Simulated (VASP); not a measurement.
C:

```
C
1.0
     2.72384    0.00000    0.00000
    -1.36192    2.35892    0.00000
     0.00000    0.00000    4.12010
C
4
Direct
  0.50000 0.00000 0.50000
  0.00000 0.50000 0.50000
  0.50000 0.50000 0.50000
  0.00000 0.00000 0.00000
```

The cell was generated, and may not be a known phase.

- Program: VASP 6.6.1
- Task: relaxation of cell and atoms
- Functional: PBE
- Potentials or basis: VASP PAW PBE potentials, release 64 (C)
- Cutoff: 600 eV
- k mesh: 9 × 9 × 4
- Occupations: gaussian, width 0.1 eV
- Spin: no spin polarisation

At the start: pressure 83.0 GPa; volume 6.62 Å³/atom.

Q: Where does the relaxation end?

A: Over 5 steps the energy falls by 426.0 meV/atom and the volume is 8.70 Å³/atom (+31.4 %); space group P6/mmm (No. 191, to 0.1 Å) before and after.

Step by step:
```csv
step,energy change (eV),largest force (eV/Å),pressure (GPa),volume (Å³)
1,0.0000,0.0000,82.99,26.47
2,-1.0580,0.0000,-21.40,41.69
3,-1.6951,0.0000,3.30,34.14
4,-1.7037,0.0000,-0.89,34.98
5,-1.7041,0.0000,0.10,34.79
```

Final structure:
```yaml
crystal:
  lattice:
    - [3.05942, 0.00000, 0.00000]
    - [-1.52971, 2.64954, 0.00000]
    - [0.00000, 0.00000, 4.29215]
  atoms:
    - { symbol: C, position: [0.50000, 0.00000, 0.50000] }
    - { symbol: C, position: [0.00000, 0.50000, 0.50000] }
    - { symbol: C, position: [0.50000, 0.50000, 0.50000] }
    - { symbol: C, position: [0.00000, 0.00000, 0.00000] }
```

Caveat: the k points lie up to 0.37 Å⁻¹ apart in the final cell, too coarse for converged energies and pressures of a metal; the volume moved by over 15 % at a fixed basis, so the end points are rough.
